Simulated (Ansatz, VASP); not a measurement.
# Two plane-wave programs on GaP

```xyz
2
Lattice="0.0000 2.5589 2.5589 2.5589 0.0000 2.5589 2.5589 2.5589 0.0000" Properties=species:S:1:pos:R:3 pbc="T T T"
Ga    0.0000    0.0000    0.0000
P     2.5589    2.5589    2.5589
```

Alike in both runs: functional r2SCAN; k mesh 14 × 14 × 14; occupations fermi-dirac, width 0.05 eV; no spin polarisation.

Ansatz relaxed the structure, and its values are those at the end. VASP's run is a single point on that final structure, the one shown.

|  | VASP | Ansatz |
| --- | --- | --- |
| version | VASP 6.6.1 | Ansatz 0.2.0 |
| potentials or method | VASP PAW PBE potentials, release 64 (Ga_d, P) | PAW with Ansatz's default frozen-core files, scalar-relativistic |
| plane-wave cutoff (eV) | 520 | 500 |
| valence electrons in the cell | 18 | 18 |

VASP gave:

- pressure (GPa): -0.1

Which values does Ansatz return?

Pressure (GPa): 0.0.

VASP's potentials were made for PBE, not for r2SCAN.
